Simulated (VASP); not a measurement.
The system is LiCl.

```xyz
8
Lattice="5.9577 0.0000 0.0000 0.0000 5.9577 0.0000 0.0000 0.0000 3.2524" Properties=species:S:1:pos:R:3 pbc="T T T"
Li    3.9871    3.9871    1.6262
Li    1.0083    4.9494    0.8131
Li    1.9705    1.9705    0.0000
Li    4.9494    1.0083    2.4393
Cl    4.9494    4.9494    0.0000
Cl    1.9705    3.9871    2.4393
Cl    1.0083    1.0083    1.6262
Cl    3.9871    1.9705    0.8131
```

The cell was generated, and may not be a known phase.

| Item | Value |
| --- | --- |
| Program | VASP 6.6.1 |
| Task | relaxation of cell and atoms |
| Functional | PBE |
| Potentials or basis | VASP PAW PBE potentials, release 64 (Li_sv, Cl) |
| Cutoff | 600 eV |
| k mesh | 4 × 4 × 6 |
| Occupations | gaussian, width 0.1 eV |
| Spin | no spin polarisation |

At the start: pressure 19.7 GPa; volume 14.43 Å³/atom.

**Question.** Where does the relaxation end?

**Answer.** Over 10 steps the energy falls by 281.6 meV/atom and the volume is 20.50 Å³/atom (+42.0 %); space group P4_12_12 (No. 92, to 0.1 Å) before and after.

The path:
| step | energy change (eV) | largest force (eV/Å) | pressure (GPa) | volume (Å³) |
| --- | --- | --- | --- | --- |
| 1 | 0.0000 | 0.2947 | 19.70 | 115.44 |
| 2 | -2.0600 | 0.0658 | 3.59 | 147.69 |
| 3 | -2.2099 | 0.0444 | 1.07 | 158.40 |
| 4 | -2.2277 | 0.0437 | 0.15 | 163.40 |
| 5 | -2.2279 | 0.0435 | -0.03 | 164.47 |
| 6 | -2.2388 | 0.0402 | -0.05 | 164.74 |
| 7 | -2.2494 | 0.0618 | -0.08 | 165.25 |
| 8 | -2.2496 | 0.0643 | -0.08 | 165.31 |
| 9 | -2.2510 | 0.0525 | -0.03 | 164.94 |
| 10 | -2.2525 | 0.0205 | 0.14 | 163.97 |

Final structure:
```
Li Cl
1.0
     6.75943    0.00000    0.00000
     0.00000    6.75943    0.00000
     0.00000    0.00000    3.58874
Li Cl
4 4
Direct
  0.66426 0.66426 0.50000
  0.16426 0.83574 0.25000
  0.33574 0.33574 0.00000
  0.83574 0.16426 0.75000
  0.83104 0.83104 0.00000
  0.33104 0.66896 0.75000
  0.16896 0.16896 0.50000
  0.66896 0.33104 0.25000
```

Caveat: the cutoff is under 1.25 times the usual one of these potentials, so pressure, stress and relaxed cells hold a basis-set (Pulay) error; the volume moved by over 15 % at a fixed basis, so the end points are rough.
